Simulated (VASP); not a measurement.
**Sc: single point with PBEsol**

The system is Sc.

```
Sc
1.0
     3.30880    0.00000    0.00000
    -1.65440    2.86550    0.00000
     0.00000    0.00000    5.24166
Sc
2
Direct
  0.33333 0.66667 0.25000
  0.66667 0.33333 0.75000
```

This cell differs from its parent crystal: strain -0.0050 x Voigt [0, 0, 1, 0, 0, 0].

```yaml
Program: VASP 6.6.1
Task: single point
Functional: PBEsol
Potentials_or_basis: VASP PAW PBE potentials, release 64 (Sc_sv)
Cutoff: 520 eV
k_mesh: 18 × 18 × 10
Occupations: gaussian, width 0.15 eV
Spin: no spin polarisation
Dipole_correction: no
Further_INCAR_settings: ALGO = Fast; EDIFF = 1e-07; NBANDS = 18
```

```json
{
  "Pressure": "-2.5 GPa",
  "Band gap on the k mesh": "zero (band 11 reaches 4.44 eV, above the bottom of band 12 at 3.05 eV)"
}
```

Stress tensor (GPa, compression positive):
```
-2.10  0.00  0.00
 0.00 -2.10  0.00
 0.00  0.00 -3.39
```

Levels at points of the mesh, in eV from the Fermi level:
```tsv
k point	band 9	band 10	band 11	band 12	band 13	band 14
(0.00, 0.00, 0.00)	-5.12	-1.67	0.48	1.59	1.59	1.74
(0.50, 0.00, 0.00)	-1.60	-1.05	-0.68	-0.30	1.23	1.38
(0.00, 0.00, 0.50)	-3.62	-3.62	0.91	0.91	1.53	1.53
(0.50, 0.00, 0.50)	-1.47	-1.47	0.05	0.05	1.25	1.25
```

Run time: 4.6 min on 1 thread of Intel(R) Xeon(R) Platinum 8259CL CPU @ 2.50GHz (Skylake/Cascade Lake), on a shared host, peak memory 0.29 GiB.

Caveat: the cell differs from its parent crystal (strain -0.0050 x Voigt [0, 0, 1, 0, 0, 0]); the PAW data sets were made with another functional, which shifts forces and pressure a little.
